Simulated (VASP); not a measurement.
BN: single point with HSE06

BN:

```
B N
1.0
     0.00000    1.98666    1.98666
     1.98666    0.00000    1.98666
     1.98666    1.98666    0.00000
B N
1 1
Cartesian
  0.0000 0.0000 0.0000
  0.9933 0.9933 0.9933
```

```yaml
Program: VASP 6.6.1
Task: single point
Functional: HSE06
Potentials_or_basis: VASP PAW PBE potentials, release 64 (B, N)
Cutoff: 520 eV
k_mesh: 8 × 8 × 8
Occupations: gaussian, width 0.05 eV
Spin: no spin polarisation
Dipole_correction: no
Grid_for_exact_exchange_PRECFOCK: Normal
Further_INCAR_settings: ALGO = Normal; EDIFF = 1e-06; NBANDS = 11
Share_of_exact_exchange: 0.25
Screening_parameter: 0.2079 1/Å
```

| Item | Value |
| --- | --- |
| Pressure | -69.6 GPa |
| Band gap on the k mesh | 5.34 eV (least direct gap 7.61 eV) |

Levels at points of the mesh, in eV from the valence-band top:
```csv
k point,band 2,band 3,band 4,band 5,band 6,band 7
"(0.00, 0.00, 0.00)",0.00,0.00,0.00,7.61,9.09,9.09
"(0.50, 0.00, 0.00)",-9.19,-1.60,-1.60,8.25,10.83,10.83
"(0.50, 0.50, 0.00)",-8.06,-4.01,-4.01,5.34,8.98,16.24
```

It took 9.4 min on 1 thread of Intel(R) Xeon(R) Platinum 8259CL CPU @ 2.50GHz (Skylake/Cascade Lake), on a shared host, peak memory 0.24 GiB.

Caveat: the cell stands under tension; the PAW data sets were made with another functional, which shifts forces and pressure a little. A k mesh can miss the band edges.
